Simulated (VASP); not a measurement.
GaAs:

```
Ga As
1.0
     0.00000    2.83000    2.83000
     2.83000    0.00000    2.83000
     2.83000    2.83000    0.00000
Ga As
1 1
Direct
  0.00000 0.00000 0.00000
  0.25000 0.25000 0.25000
```

Base run:

```yaml
Program: VASP 6.6.1
Functional: PBEsol
Potentials_or_basis: VASP PAW PBE potentials, release 64 (Ga_d, As)
Cutoff: 520 eV
k_mesh: 7 × 7 × 7
Occupations: fermi-dirac, width 0.05 eV
Spin: no spin polarisation
```

Its results: band gap on the k mesh 0.43 eV, direct; pressure 0.1 GPa.

The run is repeated on the same cell with these changes: functional from PBEsol to r2SCAN. What comes out?

Band gap on the k mesh 0.97 eV, direct; pressure 0.4 GPa.

r2SCAN gives the wider gap, since meta-GGAs in the generalised Kohn-Sham scheme recover part of the derivative discontinuity.

Caveats: the PAW data sets were made with another functional, which shifts forces and pressure a little.

A k mesh can miss the band edges.
